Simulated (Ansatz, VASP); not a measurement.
# InGaAs2 in VASP and in Ansatz

INCAR

```
ALGO = Normal
EDIFF = 1E-6
ENCUT = 520
GGA = PS
ISIF = 2
ISMEAR = 0
LASPH = True
LCHARG = False
LREAL = False
LWAVE = False
NBANDS = 26
NELM = 80
PREC = Accurate
SIGMA = 0.15
```

Contents of KPOINTS:

```
k-points
0
Gamma
  12 12 8
```

File POSCAR:

```
InGaAs2
1.0
    3.9369104442      0.0000000000      0.0000000000
    0.0000000000      3.9369104442      0.0000000000
    0.0000000000      0.0000000000      6.1991977250
In Ga As
1 1 2
Direct
    0.0000000000      0.0000000000      0.5000000000
    0.5000000000      0.5000000000      0.0000000000
    0.5000000000      0.0000000000      0.7697097067
    0.0000000000      0.5000000000      0.2302902933
```

Input for Ansatz:

```yaml
crystal:
  lattice:
    - [3.9369104442, 0.0, 0.0]
    - [0.0, 3.9369104442, 0.0]
    - [0.0, 0.0, 6.199197725]
  atoms:
    - { symbol: In, position: [0.0, 0.0, 0.5] }
    - { symbol: Ga, position: [0.5, 0.5, 0.0] }
    - { symbol: As, position: [0.5, 0.0, 0.7697097067] }
    - { symbol: As, position: [0.0, 0.5, 0.2302902933] }
basis:
  ecutwfc: 420
kpoints:
  mp_grid: { grid: [12, 12, 8] }
hamiltonian:
  xc: pbesol
scf:
  occupations: { method: gaussian, width: 0.15 }
output:
  forces: true
  stress: true
  eigenvalues: true
```

Change from the starting cell: strain -0.050 along x and y, +0.050 along z, atoms carried along.

Alike in both runs: task single point; functional PBEsol; k mesh 12 × 12 × 8; occupations gaussian, width 0.15 eV; no spin polarisation.

|  | VASP | Ansatz |
| --- | --- | --- |
| version | VASP 6.6.1 | Ansatz 0.2.0 |
| potentials or method | VASP PAW PBE potentials, release 64 (In_d, Ga_d, As), cutoff 520 eV | scalar-relativistic, plane waves, PAW |
| valence electrons in the cell | 36 | 56 |

```csv
,VASP,Ansatz,Ansatz less VASP
gap on the k mesh at the Fermi level (eV),none,none,-
pressure (GPa),3.6,3.4,-0.16
"traceless stress, the component that is largest in VASP (GPa)",-3.59,-3.60,-0.007
rms of the force components (eV/Å),0.007,0.007,+0.0001
```

VASP's potentials were made for PBE, not for PBEsol. Atom by atom the forces differ by 0.000 eV/Å (rms over components). A gap of «none» marks a metal or a gap that the smearing closes. VASP's potentials hold 36 valence electrons a cell and Ansatz's 56, so a difference there can come from the potentials and not from the codes.
